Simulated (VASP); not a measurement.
# CdS (Greenockite) (P6_3mc) in VASP: further runs

Aim: see how the results for CdS (Greenockite) move with the level of theory and the settings. Levels: PBEsol, LDA. Tasks: single point.

Program: VASP 6.6.1. These are calculated values, not measurements. Logs are shortened: lines on timing, memory, paths and dates and some standing lists are left out, and cuts for length are marked.

### 1 The cell of the first run

Symmetry: P6_3mc, No. 186, hexagonal system. The conventional cell has a = 4.177 Å, b = 4.177 Å, c = 6.782 Å, α = 90.00°, β = 90.00°, γ = 120.00°. Cd (site symmetry 3m) has 4 S at 2.54 to 2.56 Å within 3.4 Å. S (site symmetry 3m) has 4 Cd at 2.54 to 2.56 Å within 3.4 Å.

### 2 Single point, PBEsol (volume scaled by 1.02)

Contents of INCAR:

```
SYSTEM = CdS
ALGO = Normal
EDIFF = 1E-7
ENCUT = 520
GGA = PS
ISIF = 2
ISMEAR = -1
LASPH = .True.
LCHARG = .False.
LREAL = .False.
LWAVE = .False.
NBANDS = 26
NELM = 60
PREC = Accurate
SIGMA = 0.05
```

Contents of KPOINTS:

```
k-points
0
Gamma
  7 7 4
  0 0 0
```

Contents of POSCAR:

```
CdS
1.0
    4.1774842447      0.0000000000      0.0000000000
   -2.0887421223      3.6178074798      0.0000000000
    0.0000000000      0.0000000000      6.7816171943
Cd S
2 2
Direct
    0.6666666667      0.3333333333      0.5000000000
    0.3333333333      0.6666666667      0.0000000000
    0.6666666667      0.3333333333      0.8750000000
    0.3333333333      0.6666666667      0.3750000000
```

Potentials or basis: VASP PAW PBE potentials, release 64 (Cd, S).

Launch:

```console
$ cat potpaw_PBE.64/Cd/POTCAR potpaw_PBE.64/S/POTCAR > POTCAR
$ mpirun -np 1 vasp_std > vasp.out
```

OUTCAR:

```text
SYSTEM = CdS
   EDIFF = 1E-7
   ENCUT = 520
   GGA = PS
   ISIF = 2
   ISMEAR = -1
   LASPH = .True.
   LREAL = .False.
   NELM = 60
   PREC = Accurate

 ion  position               nearest neighbor table
   1  0.667  0.333  0.500-   3 2.54   4 2.56   4 2.56   4 2.56
   2  0.333  0.667  0.000-   4 2.54   3 2.56   3 2.56   3 2.56
   3  0.667  0.333  0.875-   1 2.54   2 2.56   2 2.56   2 2.56
   4  0.333  0.667  0.375-   2 2.54   1 2.56   1 2.56   1 2.56

  LATTYP: Found a hexagonal cell.
 ALAT       =     4.1774842447
 C/A-ratio  =     1.6233734940

  Lattice vectors:

 A1 = (   4.1774842447,   0.0000000000,   0.0000000000)
 A2 = (  -2.0887421223,   3.6178074798,   0.0000000000)
 A3 = (   0.0000000000,   0.0000000000,   6.7816171943)

Analysis of symmetry for initial positions (statically):
=====================================================================
 Subroutine PRICEL returns:
 Original cell was already a primitive cell.

 Routine SETGRP: Setting up the symmetry group for a
 hexagonal supercell.

 Subroutine GETGRP returns: Found 12 space group operations
 (whereof  6 operations were pure point group operations)
 out of a pool of 24 trial point group operations.

The static configuration has the point symmetry C_3v.
 The point group associated with its full space group is C_6v.

Analysis of symmetry for dynamics (positions and initial velocities):
=====================================================================
 Subroutine PRICEL returns:
 Original cell was already a primitive cell.

 Routine SETGRP: Setting up the symmetry group for a
 hexagonal supercell.

 Subroutine GETGRP returns: Found 12 space group operations
 (whereof  6 operations were pure point group operations)
 out of a pool of 24 trial point group operations.

The dynamic configuration has the point symmetry C_3v.
 The point group associated with its full space group is C_6v.

 Subroutine INISYM returns: Found 12 space group operations
 (whereof  6 operations are pure point group operations),
 and found     1 'primitive' translations

----------------------------------------------------------------------------------------

                                     Primitive cell

  volume of cell :     102.4928

  direct lattice vectors                    reciprocal lattice vectors
     4.177484245  0.000000000  0.000000000     0.239378521  0.138205254  0.000000000
    -2.088742122  3.617807480  0.000000000     0.000000000  0.276410507  0.000000000
     0.000000000  0.000000000  6.781617194     0.000000000  0.000000000  0.147457453

  length of vectors
     4.177484245  4.177484245  6.781617194     0.276410507  0.276410507  0.147457453

  position of ions in fractional coordinates (direct lattice)
     0.666666667  0.333333333  0.500000000
     0.333333333  0.666666667  0.000000000
     0.666666667  0.333333333  0.875000000
     0.333333333  0.666666667  0.375000000

  ion indices of the primitive-cell ions
   primitive index   ion index
                 1           1
                 2           2
                 3           3
                 4           4

----------------------------------------------------------------------------------------

 KPOINTS: k-points

Automatic generation of k-mesh.
 Grid dimensions read from file:
 generate k-points for:    7    7    4

 Generating k-lattice:

  Cartesian coordinates                     Fractional coordinates (reciprocal lattice)
     0.034196932  0.019743608  0.000000000     0.142857143  0.000000000  0.000000000
     0.000000000  0.039487215  0.000000000     0.000000000  0.142857143  0.000000000
     0.000000000  0.000000000  0.036864363     0.000000000  0.000000000  0.250000000

  Length of vectors
     0.039487215  0.039487215  0.036864363

  Shift w.r.t. Gamma in fractional coordinates (k-lattice)
     0.000000000  0.000000000  0.000000000

 Subroutine IBZKPT returns following result:
 ===========================================

 Found     24 irreducible k-points:

 Following reciprocal coordinates:
            Coordinates               Weight
  0.000000  0.000000  0.000000      1.000000
  0.142857  0.000000  0.000000      6.000000
  0.285714  0.000000  0.000000      6.000000
  0.428571  0.000000  0.000000      6.000000
  0.142857  0.142857  0.000000      6.000000
  0.285714  0.142857  0.000000     12.000000
[... 16 lines left out ...]
  0.428571  0.142857  0.500000      6.000000
  0.285714  0.285714  0.500000      6.000000
   k-points           NKPTS =     24   k-points in BZ     NKDIM =     24   number of bands    NBANDS=     26
   number of dos      NEDOS =    301   number of ions     NIONS =      4
   total plane-waves  NPLWV =  51200
   dimension x,y,z NGX =    32 NGY =   32 NGZ =   50
   dimension x,y,z NGXF=    64 NGYF=   64 NGZF=  100
   ions per type =               2   2
   NGX,Y,Z   is equivalent  to a cutoff of  12.73, 12.73, 12.26 a.u.
   NGXF,Y,Z  is equivalent  to a cutoff of  25.47, 25.47, 24.51 a.u.
 SYSTEM =  CdS
   PREC   = accura    normal or accurate (medium, high low for compatibility)
   ISTART =      0    job   : 0-new  1-cont  2-samecut
   ICHARG =      2    charge: 1-file 2-atom 10-const
   ISPIN  =      1    spin polarized calculation?
   LNONCOLLINEAR =      F non collinear calculations
   LSORBIT =      F    spin-orbit coupling
   LASPH  =      T    aspherical Exc in radial PAW
   ENCUT  =  520.0 eV  38.22 Ry    6.18 a.u.   7.77  7.77 12.61*2*pi/ulx,y,z
   NELM   =     60;   NELMIN=  2; NELMDL= -5     # of ELM steps
   EDIFF  = 0.1E-06   stopping-criterion for ELM
   LREAL  =      F    real-space projection
   EDIFFG = 0.1E-05   stopping-criterion for IOM
   NSW    =      0    number of steps for IOM
   IBRION =     -1    ionic relax: 0-MD 1-quasi-New 2-CG
   NFREE  =      0    steps in history (QN), initial steepest desc. (CG)
   ISIF   =      2    stress and relaxation
   ISYM   =      2    0-nonsym 1-usesym 2-fastsym
   POTIM  = 0.5000    time-step for ionic-motion
   TEBEG  =    0.0;   TEEND  =   0.0 temperature during run
   PSTRESS=    0.0 pullay stress
   NELECT =      36.0000    total number of electrons
   NUPDOWN=      -1.0000    fix difference up-down
   EMIN   =  10.00;   EMAX   =-10.00  energy-range for DOS
   EFERMI =   0.00;   METHOD = LEGACY
   ISMEAR =    -1;   SIGMA  =   0.05  broadening in eV -4-tet -1-fermi 0-gaus
   EFERMI_NEDOS =   21; number of points for ismear=-14 and -15
   IALGO  =     38    algorithm
   IMIX   =      4    mixing-type and parameters
     AMIX     =   0.40;   BMIX     =  1.00
     AMIX_MAG =   1.60;   BMIX_MAG =  1.00
  volume/ion in A,a.u.               =      25.62       172.91
  Fermi-wavevector in a.u.,A,eV,Ry     =   1.155078  2.182780 18.152950  1.334204
  Thomas-Fermi vector in A             =   2.291709
   LORBIT       =      0    0 simple, 1 ext, 2 COOP (PROOUT), +10 PAW based schemes
   GGA     = PS    functional components
   LHFCALC =     F    Hartree Fock is set to
   AEXX    =    0.0000 exact exchange contribution
   IVDW    =     0    specifies the selected vdW correction
   LEPSILON=     F    determine dielectric tensor
   LRPA    =     F    only Hartree local field effects (RPA)
 non-spin polarized calculation
  energy-cutoff  :      520.00
  volume of cell :      102.49
 maximum number of plane-waves:      2800
 NGX is ok and might be reduce to    32
   NGX = 15   NGY = 15   NGZ = 25

 number of electron      35.9999999 magnetization

 Free energy of the ion-electron system (eV)
  ---------------------------------------------------
  ext. energy  EPLUGINS =         0.00000000
  ---------------------------------------------------
  free energy    TOTEN  =       -13.61580038 eV

  energy without entropy =      -13.61579951  energy(sigma->0) =      -13.61579994

 E-fermi :   1.4770     XC(G=0):  -9.2188

 val. band max:        0.9388595285   @ k =   0.0000   0.0000   0.0000
 cond. band min:       1.9531786440   @ k =   0.0000   0.0000   0.0000
 fundamental gap:      1.0143191155
 Fermi energy:         1.4770253827

 k-point     1 :       0.0000    0.0000    0.0000
  band No.  band energies     occupation
      1     -11.2539      2.00000
      2     -10.8349      2.00000
      3      -6.6663      2.00000
      4      -6.6446      2.00000
      5      -6.6446      2.00000
      6      -6.5630      2.00000
[... 18 lines left out ...]
     25       8.4184      0.00000
     26       8.4275      0.00000

 k-point     2 :       0.1429    0.0000    0.0000
  band No.  band energies     occupation
      1     -11.1859      2.00000
      2     -10.8058      2.00000
      3      -6.6420      2.00000
      4      -6.6187      2.00000
      5      -6.5960      2.00000
      6      -6.5319      2.00000
[... 18 lines left out ...]
     25       8.3058      0.00000
     26       8.8347      0.00000

 k-point     3 :       0.2857    0.0000    0.0000
  band No.  band energies     occupation
      1     -11.0242      2.00000
      2     -10.7481      2.00000
      3      -6.5933      2.00000
      4      -6.5714      2.00000
      5      -6.4797      2.00000
      6      -6.4404      2.00000
[... 18 lines left out ...]
     25       9.0168      0.00000
     26       9.2922      0.00000

 k-point     4 :       0.4286    0.0000    0.0000
  band No.  band energies     occupation
      1     -10.8759      2.00000
      2     -10.7195      2.00000
      3      -6.5674      2.00000
      4      -6.5474      2.00000
      5      -6.3981      2.00000
      6      -6.3752      2.00000
[... 18 lines left out ...]
     25       9.2378      0.00000
     26      10.4668      0.00000
[... 496 lines left out ...]
      1     -10.8085      2.00000
      2     -10.8085      2.00000
      3      -6.5209      2.00000
      4      -6.5209      2.00000
      5      -6.4728      2.00000
      6      -6.4728      2.00000
[... 18 lines left out ...]
     25       9.0152      0.00000
     26       9.0152      0.00000

 k-point    23 :       0.4286    0.1429    0.5000
  band No.  band energies     occupation
      1     -10.7638      2.00000
      2     -10.7638      2.00000
      3      -6.5155      2.00000
      4      -6.5155      2.00000
      5      -6.4562      2.00000
      6      -6.4562      2.00000
[... 18 lines left out ...]
     25       9.4977      0.00000
     26       9.4977      0.00000

 k-point    24 :       0.2857    0.2857    0.5000
  band No.  band energies     occupation
      1     -10.7537      2.00000
      2     -10.7537      2.00000
      3      -6.4927      2.00000
      4      -6.4927      2.00000
      5      -6.4600      2.00000
      6      -6.4600      2.00000
[... 18 lines left out ...]
     25       9.4968      0.00000
     26       9.4968      0.00000

------------------------ aborting loop because EDIFF is reached ----------------------------------------

  FORCE on cell =-STRESS in cart. coord.  units (eV):
  Direction    XX          YY          ZZ          XY          YZ          ZX
  --------------------------------------------------------------------------------------
  -------------------------------------------------------------------------------------
  Total       -1.2064280     -1.2064280     -0.8662634     -0.0000000      0.0000000      0.0000000
  in kB      -18.8589901    -18.8589901    -13.5415071     -0.0000000      0.0000000      0.0000000
  external PRESSURE =     -17.0864957 kB  Pullay stress =       0.0000000 kB

 VOLUME and BASIS-vectors are now :
 -----------------------------------------------------------------------------
  energy-cutoff  :      520.00
  volume of cell :      102.49
      direct lattice vectors                 reciprocal lattice vectors
     4.177484245  0.000000000  0.000000000     0.239378521  0.138205254  0.000000000
    -2.088742122  3.617807480  0.000000000     0.000000000  0.276410507  0.000000000
     0.000000000  0.000000000  6.781617194     0.000000000  0.000000000  0.147457453

 POSITION                                       TOTAL-FORCE (eV/Angst)
 -----------------------------------------------------------------------------------
      2.08874      1.20594      3.39081         0.000000      0.000000     -0.062836
     -0.00000      2.41187      0.00000         0.000000      0.000000     -0.062836
      2.08874      1.20594      5.93392         0.000000     -0.000000      0.062836
     -0.00000      2.41187      2.54311        -0.000000      0.000000      0.062836
 -----------------------------------------------------------------------------------
    total drift:                               -0.000000      0.000000     -0.000134

  FREE ENERGIE OF THE ION-ELECTRON SYSTEM (eV)
  ---------------------------------------------------
  free  energy   TOTEN  =       -13.6158003777 eV

  energy  without entropy=      -13.6157995106  energy(sigma->0) =      -13.61579994
```

Wall time 23 s (1 thread of Intel Xeon 6975P-C (Granite Rapids), shared host); peak memory 0.24 GiB.

Results:

```yaml
Free_energy: -13.6158 eV
Pressure: -1.7 GPa
Largest_force: 0.063 eV/Å
Band_gap_on_the_k_mesh: 1.01 eV, direct
```

Forces on the atoms (eV/Å):
```
Cd   0.000  0.000 -0.063
Cd   0.000  0.000 -0.063
S    0.000  0.000  0.063
S    0.000  0.000  0.063
```

Caveat: the PAW data sets were made with another functional, which shifts forces and pressure a little.

### 3 Single point, LDA (volume scaled by 1.04)

Contents of INCAR:

```
SYSTEM = CdS
PREC = Accurate ; ENCUT = 520
EDIFF = 1E-6 ; ISMEAR = -1
SIGMA = 0.05 ; LREAL = .FALSE.
LASPH = .TRUE. ; NELM = 80
ALGO = Normal ; ISIF = 2
LWAVE = .FALSE. ; LCHARG = .FALSE.
GGA = CA ; NBANDS = 26
```

Contents of KPOINTS:

```
Automatic mesh
0
G
  7 7 4
  0 0 0
```

Contents of POSCAR:

```
CdS
1.0
    4.2046115259      0.0000000000      0.0000000000
   -2.1023057629      3.6413003944      0.0000000000
    0.0000000000      0.0000000000      6.8256549035
Cd S
2 2
Direct
    0.6666666667      0.3333333333      0.5000000000
    0.3333333333      0.6666666667      0.0000000000
    0.6666666667      0.3333333333      0.8750000000
    0.3333333333      0.6666666667      0.3750000000
```

Potentials or basis: VASP PAW LDA potentials, release 64 (Cd, S).

Launch:

```console
$ cat potpaw_LDA.64/Cd/POTCAR potpaw_LDA.64/S/POTCAR > POTCAR
$ mpirun -np 1 vasp_std > vasp.out
```

Wall time 21 s (1 thread of Intel Xeon 6975P-C (Granite Rapids), shared host); peak memory 0.21 GiB.

The run converged. Its results:

```yaml
Free_energy: -14.6883 eV
Pressure: -4.6 GPa
Largest_force: 0.056 eV/Å
Band_gap_on_the_k_mesh: 0.84 eV, direct
```

Forces on the atoms (eV/Å):
```
Cd   0.000  0.000 -0.056
Cd   0.000  0.000 -0.056
S    0.000  0.000  0.056
S    0.000  0.000  0.056
```

Stress tensor (GPa, compression positive):
```
-4.80  0.00  0.00
 0.00 -4.80  0.00
 0.00  0.00 -4.31
```

Levels at points of the mesh, in eV from the valence-band top:
```
           k point  band 15  band 16  band 17  band 18  band 19  band 20  band 21  band 22
(0.00, 0.00, 0.00)    -0.72    -0.04     0.00     0.00     0.84     2.51     6.28     6.28
(0.00, 0.00, 0.50)    -0.37    -0.37    -0.37    -0.37     2.54     2.54     5.93     5.93
```
